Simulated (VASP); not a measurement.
# HfGe (P-6m2) in VASP: notebook

The runs below take HfGe through single point, with PBE.

Everything below comes from runs of VASP 6.6.1. Logs are shortened: lines on timing, memory, paths and dates and some standing lists are left out, and cuts for length are marked.

## Step 1: The cell of the first run

It takes space group P-6m2 (No. 187, hexagonal). The conventional cell has a = 3.934 Å, b = 3.934 Å, c = 3.510 Å, α = 90.00°, β = 90.00°, γ = 120.00°. Hf (site symmetry -6m2) has 3 Ge at 2.27 Å within 3.0 Å. Ge (site symmetry -6m2) has 3 Hf at 2.27 Å within 3.0 Å.

## Step 2: Single point, PBE, non-collinear spin, zero start, spin-orbit coupling

INCAR reads:

```
SYSTEM = HfGe
PREC = Accurate
ENCUT = 520
EDIFF = 1E-7
ISMEAR = 0
SIGMA = 0.025
LREAL = .False.
LASPH = .True.
NELM = 150
ALGO = Normal
ISIF = 2
LWAVE = .False.
LCHARG = .True.
MAGMOM = 0 0 0 0 0 0
LORBIT = 11
LSORBIT = .True.
GGA_COMPAT = .False.
LORBMOM = .True.
LMAXMIX = 4
GGA = PE
LVHAR = .True.
NBANDS = 36
```

KPOINTS reads:

```
regular mesh
0
Gamma
  7 7 6
  0 0 0
```

POSCAR reads:

```
HfGe
1.0
    3.9335093900      0.0000000000      0.0000000000
   -1.9667546900      3.4065190500      0.0000000000
    0.0000000000      0.0000000000      3.5096193900
Hf Ge
1 1
Direct
    0.0000000000      0.0000000000      0.5000000000
    0.3333333300      0.6666666700      0.5000000000
```

Potentials or basis: VASP PAW PBE potentials, release 64 (Hf_pv, Ge_d).

Started as:

```bash
$ cat potpaw_PBE.64/Hf_pv/POTCAR potpaw_PBE.64/Ge_d/POTCAR > POTCAR
$ mpirun -np 1 vasp_ncl > vasp.out
```

OUTCAR:

```text
SYSTEM = HfGe
   PREC = Accurate
   ENCUT = 520
   EDIFF = 1E-7
   ISMEAR = 0
   LREAL = .False.
   LASPH = .True.
   NELM = 150
   ISIF = 2
   LORBIT = 11
   LSORBIT = .True.
   GGA = PE

 ion  position               nearest neighbor table
   1  0.000  0.000  0.500-   2 2.27   2 2.27   2 2.27
   2  0.333  0.667  0.500-   1 2.27   1 2.27   1 2.27

  LATTYP: Found a hexagonal cell.
 ALAT       =     3.9335093900
 C/A-ratio  =     0.8922361795

  Lattice vectors:

 A1 = (   3.9335093900,   0.0000000000,   0.0000000000)
 A2 = (  -1.9667546900,   3.4065190500,   0.0000000000)
 A3 = (   0.0000000000,   0.0000000000,   3.5096193900)

Analysis of symmetry for initial positions (statically):
=====================================================================
 Subroutine PRICEL returns:
 Original cell was already a primitive cell.

 Routine SETGRP: Setting up the symmetry group for a
 hexagonal supercell.

 Subroutine GETGRP returns: Found 12 space group operations
 (whereof 12 operations were pure point group operations)
 out of a pool of 24 trial point group operations.

The static configuration has the point symmetry D_3h.

Analysis of symmetry for dynamics (positions and initial velocities):
=====================================================================
 Subroutine PRICEL returns:
 Original cell was already a primitive cell.

 Routine SETGRP: Setting up the symmetry group for a
 hexagonal supercell.

 Subroutine GETGRP returns: Found 12 space group operations
 (whereof 12 operations were pure point group operations)
 out of a pool of 24 trial point group operations.

The dynamic configuration has the point symmetry D_3h.

Analysis of structural, dynamic, and magnetic symmetry:
=====================================================================
 Subroutine PRICEL returns:
 Original cell was already a primitive cell.

 Routine SETGRP: Setting up the symmetry group for a
 hexagonal supercell.

 Subroutine GETGRP returns: Found 12 space group operations
 (whereof 12 operations were pure point group operations)
 out of a pool of 24 trial point group operations.

The overall configuration has the point symmetry D_3h.

 Subroutine INISYM returns: Found 12 space group operations
 (whereof 12 operations are pure point group operations),
 and found     1 'primitive' translations

----------------------------------------------------------------------------------------

                                     Primitive cell

  volume of cell :      47.0274

  direct lattice vectors                    reciprocal lattice vectors
     3.933509390  0.000000000  0.000000000     0.254225909  0.146777397  0.000000000
    -1.966754690  3.406519050  0.000000000     0.000000000  0.293554795  0.000000000
     0.000000000  0.000000000  3.509619390     0.000000000  0.000000000  0.284931182

  length of vectors
     3.933509390  3.933509381  3.509619390     0.293554794  0.293554795  0.284931182

  position of ions in fractional coordinates (direct lattice)
     0.000000000  0.000000000  0.500000000
     0.333333330  0.666666670  0.500000000

  ion indices of the primitive-cell ions
   primitive index   ion index
                 1           1
                 2           2

----------------------------------------------------------------------------------------

 KPOINTS: regular mesh

Automatic generation of k-mesh.
 Grid dimensions read from file:
 generate k-points for:    7    7    6

 Generating k-lattice:

  Cartesian coordinates                     Fractional coordinates (reciprocal lattice)
     0.036317987  0.020968200  0.000000000     0.142857143 -0.000000000  0.000000000
     0.000000000  0.041936399  0.000000000     0.000000000  0.142857143  0.000000000
     0.000000000  0.000000000  0.047488530     0.000000000  0.000000000  0.166666667

  Length of vectors
     0.041936399  0.041936399  0.047488530
[... 97 lines left out ...]

 number of electron      23.9999994 magnetization       0.0000000      0.0000000      0.0000000

 Free energy of the ion-electron system (eV)
  ---------------------------------------------------
  ext. energy  EPLUGINS =         0.00000000
  ---------------------------------------------------
  free energy    TOTEN  =       -11.16291501 eV

  energy without entropy =      -11.16146626  energy(sigma->0) =      -11.16219063

 E-fermi :   3.9969     XC(G=0): -10.2253

 val. band max:        3.9940419011   @ k =  -0.4286  -0.0000  -0.1667
 cond. band min:       4.0021102873   @ k =   0.4286   0.1429   0.5000
 fundamental gap:      0.0080683862
 Fermi energy:         3.9969300226

 k-point     1 :       0.0000    0.0000    0.0000
  band No.  band energies     occupation
      1     -31.3683      1.00000
      2     -31.3683      1.00000
      3     -24.6721      1.00000
      4     -24.6721      1.00000
      5     -24.4682      1.00000
      6     -24.4682      1.00000
[... 925 lines left out ...]
     35      13.1508      0.00000
     36      13.3102      0.00000

 [... further k-points ...]

------------------------ aborting loop because EDIFF is reached ----------------------------------------

  FORCE on cell =-STRESS in cart. coord.  units (eV):
  Direction    XX          YY          ZZ          XY          YZ          ZX
  --------------------------------------------------------------------------------------
  -------------------------------------------------------------------------------------
  Total       17.7189046     17.7189045     -2.7893453      0.0000000     -0.0000000      0.0000000
  in kB      603.6655862    603.6655835    -95.0302413      0.0000009     -0.0000000      0.0000000
  external PRESSURE =     370.7669761 kB  Pullay stress =       0.0000000 kB

 VOLUME and BASIS-vectors are now :
 -----------------------------------------------------------------------------
  energy-cutoff  :      520.00
  volume of cell :       47.03
      direct lattice vectors                 reciprocal lattice vectors
     3.933509390  0.000000000  0.000000000     0.254225909  0.146777397  0.000000000
    -1.966754690  3.406519050  0.000000000     0.000000000  0.293554795  0.000000000
     0.000000000  0.000000000  3.509619390     0.000000000  0.000000000  0.284931182

 POSITION                                       TOTAL-FORCE (eV/Angst)
 -----------------------------------------------------------------------------------
      0.00000      0.00000      1.75481        -0.000000      0.000000      0.000000
     -0.00000      2.27101      1.75481         0.000000      0.000000      0.000000
 -----------------------------------------------------------------------------------
    total drift:                                0.000013     -0.000007     -0.000000

  FREE ENERGIE OF THE ION-ELECTRON SYSTEM (eV)
  ---------------------------------------------------
  free  energy   TOTEN  =       -11.1629150052 eV

  energy  without entropy=      -11.1614662557  energy(sigma->0) =      -11.16219063

 orbital moment (x)

 # of ion     p       d       tot
 ----------------------------------------
  1         0.000  -0.000   0.000
  2        -0.000  -0.000  -0.000
 ----------------------------------------
            0.000  -0.000   0.000

 orbital moment (y)

 # of ion     p       d       tot
 ----------------------------------------
  1        -0.000  -0.000  -0.000
  2        -0.000  -0.000  -0.000
 ----------------------------------------
           -0.000  -0.000  -0.000

 orbital moment (z)

 # of ion     p       d       tot
 ----------------------------------------
  1         0.000  -0.000  -0.000
  2         0.000  -0.000  -0.000
 ----------------------------------------
            0.000  -0.000  -0.000

 Spin-Orbit-Coupling matrix elements

 Ion:    1  E_soc:     -1.4135684
 l=   1
     0.0000000    -0.2232280    -0.2248936
    -0.2232280     0.0000000    -0.2232280
    -0.2248936    -0.2232280     0.0000000
 l=   2
     0.0000000    -0.0022945     0.0000000    -0.0022945    -0.0087939
    -0.0022945     0.0000000    -0.0080826    -0.0012975    -0.0022945
     0.0000000    -0.0080826     0.0000000    -0.0080826     0.0000000
    -0.0022945    -0.0012975    -0.0080826     0.0000000    -0.0022945
    -0.0087939    -0.0022945     0.0000000    -0.0022945     0.0000000
 l=   3
     0.0000000     0.0000000     0.0000000     0.0000000     0.0000000     0.0000000     0.0000000
     0.0000000     0.0000000     0.0000000     0.0000000     0.0000000     0.0000000     0.0000000
     0.0000000     0.0000000     0.0000000     0.0000000     0.0000000     0.0000000     0.0000000
     0.0000000     0.0000000     0.0000000     0.0000000     0.0000000     0.0000000     0.0000000
     0.0000000     0.0000000     0.0000000     0.0000000     0.0000000     0.0000000     0.0000000
     0.0000000     0.0000000     0.0000000     0.0000000     0.0000000     0.0000000     0.0000000
     0.0000000     0.0000000     0.0000000     0.0000000     0.0000000     0.0000000     0.0000000

 Ion:    2  E_soc:     -0.0185646
 l=   1
     0.0000000    -0.0016589    -0.0028592
    -0.0016589     0.0000000    -0.0016589
    -0.0028592    -0.0016589     0.0000000
 l=   2
     0.0000000    -0.0002078     0.0000000    -0.0002078    -0.0008891
    -0.0002078     0.0000000    -0.0005962    -0.0001926    -0.0002078
     0.0000000    -0.0005962     0.0000000    -0.0005962     0.0000000
    -0.0002078    -0.0001926    -0.0005962     0.0000000    -0.0002078
    -0.0008891    -0.0002078     0.0000000    -0.0002078     0.0000000
 l=   3
     0.0000000     0.0000000     0.0000000     0.0000000     0.0000000     0.0000000     0.0000000
     0.0000000     0.0000000     0.0000000     0.0000000     0.0000000     0.0000000     0.0000000
     0.0000000     0.0000000     0.0000000     0.0000000     0.0000000     0.0000000     0.0000000
     0.0000000     0.0000000     0.0000000     0.0000000     0.0000000     0.0000000     0.0000000
     0.0000000     0.0000000     0.0000000     0.0000000     0.0000000     0.0000000     0.0000000
     0.0000000     0.0000000     0.0000000     0.0000000     0.0000000     0.0000000     0.0000000
     0.0000000     0.0000000     0.0000000     0.0000000     0.0000000     0.0000000     0.0000000

 total charge

# of ion       s       p       d       tot
------------------------------------------
    1        0.420   6.541   1.911   8.872
    2        1.277   1.590  10.013  12.881
--------------------------------------------------
tot          1.697   8.131  11.925  21.753

 magnetization (x)

# of ion       s       p       d       tot
------------------------------------------
    1        0.000  -0.000  -0.000  -0.000
    2        0.000   0.000  -0.000  -0.000
--------------------------------------------------
tot          0.000  -0.000  -0.000  -0.000

 magnetization (y)

# of ion       s       p       d       tot
------------------------------------------
    1        0.000   0.000   0.000   0.000
    2        0.000  -0.000   0.000  -0.000
--------------------------------------------------
tot          0.000  -0.000   0.000  -0.000

 magnetization (z)

# of ion       s       p       d       tot
------------------------------------------
    1        0.000  -0.000   0.000  -0.000
    2        0.000   0.000   0.000   0.000
--------------------------------------------------
tot          0.000  -0.000   0.000  -0.000
```

Run time: 1.7 min. Hardware: 1 thread of Intel Xeon 6975P-C (Granite Rapids), shared host; peak memory 0.34 GiB.

What came out:

```
Free energy                                           : -11.1629 eV
Pressure                                              : 37.1 GPa
Net moment                                            : 0.00 μB per cell
Valence electrons inside the program's atomic spheres : Hf 8.87; Ge 12.88
```

Moments on the atoms (μB; x, y, z):
```
Hf  0.00 0.00 0.00
Ge  0.00 0.00 0.00
```

Caveat: the cell stands under pressure.

## Step 3: Single point, PBE, non-collinear spin, zero start, spin-orbit coupling

INCAR reads:

```
SYSTEM = HfGe
PREC = Accurate ; ENCUT = 520
EDIFF = 1E-7 ; ISMEAR = 0
SIGMA = 0.01 ; LREAL = .False.
LASPH = .True. ; NELM = 150
ALGO = Normal ; ISIF = 2
LWAVE = .False. ; LCHARG = .False.
LNONCOLLINEAR = .True. ; MAGMOM = 0 0 0 0 0 0
LORBIT = 11 ; LSORBIT = .True.
GGA_COMPAT = .False. ; LORBMOM = .True.
LMAXMIX = 4 ; GGA = PE
NBANDS = 36
```

KPOINTS reads:

```
Automatic mesh
0
Gamma
  7 7 6
  0 0 0
```

POSCAR is that of step 2.

Potentials or basis: VASP PAW PBE potentials, release 64 (Hf_pv, Ge_d).

Started as:

```bash
$ cat potpaw_PBE.64/Hf_pv/POTCAR potpaw_PBE.64/Ge_d/POTCAR > POTCAR
$ mpirun -np 1 vasp_ncl > vasp.out
```

It took 1.7 min on 1 thread of Intel Xeon 6975P-C (Granite Rapids), shared host; peak memory 0.34 GiB.

Results (log left out):

| Quantity | Value |
| --- | --- |
| Free energy | -11.1622 eV |
| Pressure | 37.1 GPa |
| Net moment | 0.00 μB per cell |
| Valence electrons inside the program's atomic spheres | Hf 8.87; Ge 12.88 |

Stress tensor (GPa, compression positive):
```
60.35  0.00  0.00
 0.00 60.35  0.00
 0.00  0.00 -9.49
```

Moments on the atoms (μB; x, y, z):
```
Hf  0.00 0.00 0.00
Ge  0.00 0.00 0.00
```

Caveat: the cell stands under pressure.
